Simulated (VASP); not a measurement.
Here is a VASP 6.6.1 calculation.

File INCAR:

```
ALGO     = Normal         # electronic algorithm
EDIFF    = 1E-6           # SCF threshold, eV
ENCUT    = 520            # plane-wave cutoff, eV
GGA      = PS             # functional
ISIF     = 2              # what is computed and relaxed
ISMEAR   = -1             # smearing method
LASPH    = T              # aspherical terms in the spheres
LCHARG   = F              # write CHGCAR
LREAL    = F              # projectors in reciprocal space
LWAVE    = F              # write WAVECAR
NBANDS   = 21             # bands
NELM     = 80             # most SCF steps
PREC     = Accurate       # precision mode
SIGMA    = 0.05           # smearing width, eV
```

Contents of KPOINTS:

```
k-points
0
Gamma
  11 11 11
```

Contents of POSCAR:

```
Ge
1.0
   -2.5495705012      2.5495705012      1.3800915800
    2.5495705012     -2.5495705012      1.3800915800
    2.5495705012      2.5495705012     -1.3800915800
Ge
2
Direct
    0.5000000000      0.5000000000      0.0000000000
    0.2500000000      0.7500000000      0.5000000000
```

Potentials or basis: VASP PAW PBE potentials, release 64 (Ge_d).

Command:

```console
$ cat potpaw_PBE.64/Ge_d/POTCAR > POTCAR
$ mpirun -np 1 vasp_std > vasp.out
```

Problem. What does it give for the pressure?

Solution. 1.9 GPa.

Problem. What does it give for the band gap on the k mesh?

Solution. Zero (bands 14 and 15 overlap by 4.90 eV).

Stress tensor (GPa, compression positive):
```
1.89 0.00 0.00
0.00 1.89 0.00
0.00 0.00 2.00
```

Caveat: the PAW data sets were made with another functional, which shifts forces and pressure a little.
